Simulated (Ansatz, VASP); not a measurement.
**One calculation of MgS, two programs**

Contents of INCAR:

```
SYSTEM = MgS
  ALGO = Normal
  EDIFF = 1E-6
  ENCUT = 520
  GGA = PE
  ISIF = 2
  ISMEAR = 0
  LASPH = .True.
  LCHARG = .False.
  LREAL = .False.
  LWAVE = .False.
  NBANDS = 11
  NELM = 100
  PREC = Accurate
  SIGMA = 0.05
```

File KPOINTS:

```
k-points
0
Gamma
  8 8 8
  0 0 0
```

File POSCAR:

```
MgS
1.0
    0.0000000000      2.6016500000      2.6016500000
    2.6016500000      0.0000000000      2.6016500000
    2.6016500000      2.6016500000      0.0000000000
Mg S
1 1
Direct
    0.0000000000      0.0000000000      0.0237817706
    0.5000000000      0.5000000000      0.5000000000
```

Input for Ansatz:

```yaml
crystal:
  lattice:
    - [0.0, 2.60165, 2.60165]
    - [2.60165, 0.0, 2.60165]
    - [2.60165, 2.60165, 0.0]
  atoms:
    - { symbol: Mg, position: [0.0, 0.0, 0.0237817706] }
    - { symbol: S, position: [0.5, 0.5, 0.5] }
basis:
  ecutwfc: 420
kpoints:
  mp_grid: { grid: [8, 8, 8] }
hamiltonian:
  xc: pbe
scf:
  occupations: { method: gaussian, width: 0.05 }
output:
  forces: true
  stress: true
  eigenvalues: true
  write_density: true
  write_potential: true
  elf: true
  volumetric_format: npy
```

Change from the starting cell: all Mg atoms moved +0.087 Å, as atom 1 along Cartesian [1 1 0].

Alike in both runs: task single point; functional PBE; k mesh 8 × 8 × 8; occupations gaussian, width 0.05 eV; no spin polarisation.

|  | VASP | Ansatz |
| --- | --- | --- |
| version | VASP 6.6.1 | Ansatz 0.2.0 |
| potentials or method | VASP PAW PBE potentials, release 64 (Mg, S), cutoff 520 eV | scalar-relativistic, plane waves, PAW |
| valence electrons in the cell | 8 | 16 |

VASP gave:

- gap on the k mesh at the Fermi level (eV): 2.78
- least direct gap on the mesh (eV): 3.71
- pressure (GPa): 1.1
- traceless stress, the component that is largest in VASP (GPa): -0.32
- rms of the force components (eV/Å): 0.143

Question: Estimate Ansatz's values.

Answer: gap on the k mesh at the Fermi level (eV): 2.79; least direct gap on the mesh (eV): 3.72; pressure (GPa): 1.4; traceless stress, the component that is largest in VASP (GPa): -0.32; rms of the force components (eV/Å): 0.143.

Atom by atom the forces differ by 0.000 eV/Å (rms over components). VASP's potentials hold 8 valence electrons a cell and Ansatz's 16, so a difference there can come from the potentials and not from the codes.
